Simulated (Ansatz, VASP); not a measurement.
One calculation of HfBr3F2, two programs

```
CELL_PARAMETERS angstrom
5.90009 0.00000 0.00000
-0.00338 5.92022 0.00000
-0.50081 -0.12223 12.68045
ATOMIC_POSITIONS crystal
Hf 0.00000 0.50000 0.00000
Hf 0.50000 0.00000 0.00000
Br 0.38245 0.50094 0.42489
Br 0.61755 0.49906 0.57511
Br 0.51869 0.00399 0.19785
Br 0.48131 0.99601 0.80215
Br 0.01297 0.50494 0.19878
Br 0.98703 0.49506 0.80122
F 0.75108 0.75052 0.99930
F 0.24892 0.24948 0.00070
F 0.74976 0.25173 0.99946
F 0.25024 0.74827 0.00054
```

Change from the starting cell: the structure that the rattled cell fell into.

Alike in both runs: task single point; functional PBE; k mesh 4 × 4 × 2; occupations gaussian, width 0.1 eV; no spin polarisation.

```csv
,VASP,Ansatz
version,VASP 6.6.1,Ansatz 0.2.0
potentials or method,"VASP PAW PBE potentials, release 64 (Hf_pv, Br, F), cutoff 600 eV","scalar-relativistic, plane waves, PAW"
valence electrons in the cell,90,122
```

Ansatz gave:

- gap on the k mesh at the Fermi level (eV): 1.62
- least direct gap on the mesh (eV): 1.66
- pressure (GPa): 0.0
- traceless stress, the component that is largest in VASP (GPa): 0.03
- rms of the force components (eV/Å): 0.023

Q: What did VASP give for the same quantities?

A: gap on the k mesh at the Fermi level (eV): 1.57; least direct gap on the mesh (eV): 1.61; pressure (GPa): -0.5; traceless stress, the component that is largest in VASP (GPa): 0.18; rms of the force components (eV/Å): 0.034.

Atom by atom the forces differ by 0.028 eV/Å (rms over components). VASP's potentials hold 90 valence electrons a cell and Ansatz's 122, so a difference there can come from the potentials and not from the codes.

Neither program's run includes spin-orbit coupling.
